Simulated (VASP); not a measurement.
## Rh: relaxation of cell and atoms with PBEsol

The system is Rh.

```
Rh
1.0
     0.00000    2.16503    2.16503
     2.16503    0.00000    2.16503
     2.16503    2.16503    0.00000
Rh
2
Direct
  0.87500 0.87500 0.87500
  0.12500 0.12500 0.12500
```

```json
{
  "Program": "VASP 6.6.1",
  "Task": "relaxation of cell and atoms",
  "Functional": "PBEsol",
  "Potentials or basis": "VASP PAW PBE potentials, release 64 (Rh_pv)",
  "Cutoff": "600 eV",
  "k mesh": "15 × 15 × 15",
  "Occupations": "fermi-dirac, width 0.1 eV",
  "Spin": "no spin polarisation",
  "Target pressure": "510 GPa",
  "Dipole correction": "no",
  "Further INCAR settings": "ALGO = Normal; EDIFF = 1e-07; IBRION = 2; EDIFFG = -0.005; NSW = 32; ISIF = 3"
}
```

```json
{
 "Relaxed volume": "10.14 Å³/atom",
 "Relaxed cell": "a = 3.061 Å, b = 3.061 Å, c = 3.061 Å, α = 60.00°, β = 60.00°, γ = 60.00°",
 "Space group after relaxing (to 0.05 Å)": "Fd-3m (No. 227)",
 "Energy change on relaxing (the enthalpy is what falls)": "+27.0 meV/atom",
 "Ionic steps": "3",
 "Pressure after relaxing": "510.0 GPa",
 "Band gap on the k mesh": "zero (band 15 reaches 21.30 eV, above the bottom of band 16 at 18.25 eV)"
}
```

The path:
| step | energy change (eV) | largest force (eV/Å) | pressure (GPa) | volume (Å³) |
| --- | --- | --- | --- | --- |
| 1 | 0.0000 | 0.0000 | 508.53 | 20.30 |
| 2 | 0.8831 | 0.0000 | 532.41 | 20.02 |
| 3 | 0.0540 | 0.0000 | 509.99 | 20.28 |

Final structure:
```cif
data_structure
_symmetry_space_group_name_H-M 'P 1'
_symmetry_Int_Tables_number 1
_cell_length_a 3.0610
_cell_length_b 3.0610
_cell_length_c 3.0610
_cell_angle_alpha 60.000
_cell_angle_beta 60.000
_cell_angle_gamma 60.000
_cell_volume 20.28
loop_
_atom_site_label
_atom_site_type_symbol
_atom_site_fract_x
_atom_site_fract_y
_atom_site_fract_z
_atom_site_occupancy
Rh1 Rh 0.87500 0.87500 0.87500 1
Rh2 Rh 0.12500 0.12500 0.12500 1
```

Levels at points of the mesh, in eV from the Fermi level:
| k point | band 12 | band 13 | band 14 | band 15 | band 16 | band 17 | band 18 | band 19 |
| --- | --- | --- | --- | --- | --- | --- | --- | --- |
| (0.00, 0.00, 0.00) | -8.24 | -2.85 | -2.85 | -2.85 | 2.12 | 2.12 | 13.29 | 13.90 |

Run time: 62 s on 1 thread of Intel Xeon 6975P-C, on a shared host, peak memory 0.18 GiB.

Caveat: the cell is relaxed towards a set pressure, so the enthalpy falls and the energy may rise; the PAW data sets were made with another functional, which shifts forces and pressure a little.
